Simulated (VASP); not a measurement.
# Li in VASP: single point with PBE

Aim: the single point of Li with PBE.

All numbers are computed with VASP 6.6.1; they aren't measurements. Logs are shortened: lines on timing, memory, paths and dates and some standing lists are left out, and cuts for length are marked.

## 1. The cell of the first run

The cell holds a single atom in a box, 1 atom: a = 14.000 Å, b = 14.400 Å, c = 14.800 Å, α = 90.00°, β = 90.00°, γ = 90.00°.

## 2. Single point, PBE, collinear spin

File INCAR:

```
SYSTEM = Li
ALGO = Normal ; EDIFF = 1E-6
ENCUT = 650 ; GGA = PE
GGA_COMPAT = .False. ; ISIF = 2
ISMEAR = -1 ; ISPIN = 2
ISYM = 0 ; LASPH = .True.
LCHARG = .True. ; LELF = .True.
LORBIT = 11 ; LREAL = .False.
LVHAR = .True. ; LWAVE = .False.
MAGMOM = 1 ; NBANDS = 12
NELM = 200 ; PREC = Accurate
SIGMA = 0.01
```

File KPOINTS:

```
k-points
0
Gamma
  1 1 1
  0 0 0
```

File POSCAR:

```
Li
1.0
   14.0000000000      0.0000000000      0.0000000000
    0.0000000000     14.4000000000      0.0000000000
    0.0000000000      0.0000000000     14.8000000000
Li
1
Direct
    0.5000000000      0.5000000000      0.5000000000
```

Potentials or basis: VASP PAW PBE potentials, release 64 (Li_sv).

The run is started by

```console
cat potpaw_PBE.64/Li_sv/POTCAR > POTCAR
mpirun -np 1 vasp_gam > vasp.out
```

OUTCAR:

```text
SYSTEM = Li
   EDIFF = 1E-6
   ENCUT = 650
   GGA = PE
   ISIF = 2
   ISMEAR = -1
   ISPIN = 2
   ISYM = 0
   LASPH = .True.
   LORBIT = 11
   LREAL = .False.
   NELM = 200
   PREC = Accurate

 ion  position               nearest neighbor table
   1  0.500  0.500  0.500-

IMPORTANT INFORMATION: All symmetrisations will be switched off!
NOSYMM: (Re-)initialisation of all symmetry stuff for point group C_1.

----------------------------------------------------------------------------------------

                                     Primitive cell

  volume of cell :    2983.6800

  direct lattice vectors                    reciprocal lattice vectors
    14.000000000  0.000000000  0.000000000     0.071428571  0.000000000  0.000000000
     0.000000000 14.400000000  0.000000000     0.000000000  0.069444444  0.000000000
     0.000000000  0.000000000 14.800000000     0.000000000  0.000000000  0.067567568

  length of vectors
    14.000000000 14.400000000 14.800000000     0.071428571  0.069444444  0.067567568

  position of ions in fractional coordinates (direct lattice)
     0.500000000  0.500000000  0.500000000

  ion indices of the primitive-cell ions
   primitive index   ion index
                 1           1

----------------------------------------------------------------------------------------

 KPOINTS: k-points

Automatic generation of k-mesh.
 Grid dimensions read from file:
 generate k-points for:    1    1    1

 Generating k-lattice:

  Cartesian coordinates                     Fractional coordinates (reciprocal lattice)
     0.071428571  0.000000000  0.000000000     1.000000000  0.000000000  0.000000000
     0.000000000  0.069444444  0.000000000     0.000000000  1.000000000  0.000000000
     0.000000000  0.000000000  0.067567568     0.000000000  0.000000000  1.000000000

  Length of vectors
     0.071428571  0.069444444  0.067567568

  Shift w.r.t. Gamma in fractional coordinates (k-lattice)
     0.000000000  0.000000000  0.000000000

 Subroutine IBZKPT returns following result:
 ===========================================

 Found      1 irreducible k-points:

 Following reciprocal coordinates:
            Coordinates               Weight
  0.000000  0.000000  0.000000      1.000000
   k-points           NKPTS =      1   k-points in BZ     NKDIM =      1   number of bands    NBANDS=     12
   number of dos      NEDOS =    301   number of ions     NIONS =      1
   total plane-waves  NPLWV = ******
   dimension x,y,z NGX =   120 NGY =  120 NGZ =  126
   dimension x,y,z NGXF=   240 NGYF=  240 NGZF=  252
   ions per type =               1
   NGX,Y,Z   is equivalent  to a cutoff of  14.25, 13.85, 14.15 a.u.
   NGXF,Y,Z  is equivalent  to a cutoff of  28.50, 27.71, 28.31 a.u.
 SYSTEM =  Li
   PREC   = accura    normal or accurate (medium, high low for compatibility)
   ISTART =      0    job   : 0-new  1-cont  2-samecut
   ICHARG =      2    charge: 1-file 2-atom 10-const
   ISPIN  =      2    spin polarized calculation?
   LNONCOLLINEAR =      F non collinear calculations
   LSORBIT =      F    spin-orbit coupling
   LASPH  =      T    aspherical Exc in radial PAW
   ENCUT  =  650.0 eV  47.77 Ry    6.91 a.u.  29.10 29.93 30.77*2*pi/ulx,y,z
   NELM   =    200;   NELMIN=  2; NELMDL= -5     # of ELM steps
   EDIFF  = 0.1E-05   stopping-criterion for ELM
   LREAL  =      F    real-space projection
   EDIFFG = 0.1E-04   stopping-criterion for IOM
   NSW    =      0    number of steps for IOM
   IBRION =     -1    ionic relax: 0-MD 1-quasi-New 2-CG
   NFREE  =      0    steps in history (QN), initial steepest desc. (CG)
   ISIF   =      2    stress and relaxation
   ISYM   =      0    0-nonsym 1-usesym 2-fastsym
   POTIM  = 0.5000    time-step for ionic-motion
   TEBEG  =    0.0;   TEEND  =   0.0 temperature during run
   PSTRESS=    0.0 pullay stress
   NELECT =       3.0000    total number of electrons
   NUPDOWN=      -1.0000    fix difference up-down
   EMIN   =  10.00;   EMAX   =-10.00  energy-range for DOS
   EFERMI =   0.00;   METHOD = LEGACY
   ISMEAR =    -1;   SIGMA  =   0.01  broadening in eV -4-tet -1-fermi 0-gaus
   EFERMI_NEDOS =   21; number of points for ismear=-14 and -15
   IALGO  =     38    algorithm
   IMIX   =      4    mixing-type and parameters
     AMIX     =   0.40;   BMIX     =  1.00
     AMIX_MAG =   1.60;   BMIX_MAG =  1.00
  volume/ion in A,a.u.               =    2983.68     20134.87
  Fermi-wavevector in a.u.,A,eV,Ry     =   0.164008  0.309930  0.365977  0.026899
  Thomas-Fermi vector in A             =   0.863547
   LORBIT       =     11    0 simple, 1 ext, 2 COOP (PROOUT), +10 PAW based schemes
   GGA     = PE    functional components
   LHFCALC =     F    Hartree Fock is set to
   AEXX    =    0.0000 exact exchange contribution
   IVDW    =     0    specifies the selected vdW correction
   LEPSILON=     F    determine dielectric tensor
   LRPA    =     F    only Hartree local field effects (RPA)
 spin polarized calculation
  energy-cutoff  :      650.00
  volume of cell :     2983.68
 maximum number of plane-waves:     56109
 NGX is ok and might be reduce to   120
   NGX = 59   NGY = 59   NGZ = 61

 number of electron       2.9999999 magnetization       1.0000000

 Free energy of the ion-electron system (eV)
  ---------------------------------------------------
  ext. energy  EPLUGINS =         0.00000000
  ---------------------------------------------------
  free energy    TOTEN  =        -0.29780325 eV

  energy without entropy =       -0.29780325  energy(sigma->0) =       -0.29780325

 E-fermi :  -2.8131     XC(G=0):  -0.2351

 val. band max:       -3.1767461707   @ k =   0.0000   0.0000   0.0000
 cond. band min:      -1.2980120333   @ k =   0.0000   0.0000   0.0000
 fundamental gap:      1.8787341373
 Fermi energy:        -2.8131481893

 spin component 1

 k-point     1 :       0.0000    0.0000    0.0000
  band No.  band energies     occupation
      1     -51.7034      1.00000
      2      -3.1767      1.00000
      3      -1.2980      0.00000
      4      -1.2968      0.00000
      5      -1.2954      0.00000
      6      -0.2650      0.00000
      7       0.2978      0.00000
      8       0.3093      0.00000
      9       0.4853      0.00000
     10       0.5231      0.00000
     11       0.5644      0.00000
     12       0.6360      0.00000
 Fermi energy:        -2.8131481893

 spin component 2

 k-point     1 :       0.0000    0.0000    0.0000
  band No.  band energies     occupation
      1     -51.4782      1.00000
      2       0.0137      0.00000
      3       0.3412      0.00000
      4       0.7464      0.00000
      5       0.7570      0.00000
      6       0.7914      0.00000
      7       0.8063      0.00000
      8       0.8422      0.00000
      9       1.0662      0.00000
     10       1.4758      0.00000
     11       1.4859      0.00000
     12       1.5274      0.00000

------------------------ aborting loop because EDIFF is reached ----------------------------------------

  FORCE on cell =-STRESS in cart. coord.  units (eV):
  Direction    XX          YY          ZZ          XY          YZ          ZX
  --------------------------------------------------------------------------------------
  -------------------------------------------------------------------------------------
  Total       -0.0272874     -0.0265977     -0.0263681     -0.0000056     -0.0000051     -0.0000045
  in kB       -0.0146528     -0.0142824     -0.0141592     -0.0000030     -0.0000027     -0.0000024
  external PRESSURE =      -0.0143648 kB  Pullay stress =       0.0000000 kB

 VOLUME and BASIS-vectors are now :
 -----------------------------------------------------------------------------
  energy-cutoff  :      650.00
  volume of cell :     2983.68
      direct lattice vectors                 reciprocal lattice vectors
    14.000000000  0.000000000  0.000000000     0.071428571  0.000000000  0.000000000
     0.000000000 14.400000000  0.000000000     0.000000000  0.069444444  0.000000000
     0.000000000  0.000000000 14.800000000     0.000000000  0.000000000  0.067567568

 POSITION                                       TOTAL-FORCE (eV/Angst)
 -----------------------------------------------------------------------------------
      7.00000      7.20000      7.40000        -0.000002     -0.000003     -0.000025
 -----------------------------------------------------------------------------------
    total drift:                               -0.000002     -0.000003     -0.000025

  FREE ENERGIE OF THE ION-ELECTRON SYSTEM (eV)
  ---------------------------------------------------
  free  energy   TOTEN  =        -0.2978032519 eV

  energy  without entropy=       -0.2978032519  energy(sigma->0) =       -0.29780325

 total charge

# of ion       s       p       d       tot
------------------------------------------
    1        2.037   0.000   0.000   2.037

 magnetization (x)

# of ion       s       p       d       tot
------------------------------------------
    1        0.057   0.000   0.000   0.057
```

Run time: 9.7 min. Hardware: 1 thread of AMD EPYC 7R13 (Zen 3), shared host; peak memory 3.7 GiB.

What came out:

```yaml
Free_energy: -0.2978 eV
Pressure: 0.0 GPa
Band_gap_on_the_k_mesh: 1.88 eV
Net_moment: 1.00 μB per cell
Site_moments: Li +0.06 μB
Valence_electrons_inside_the_program's_atomic_spheres: Li 2.04
```
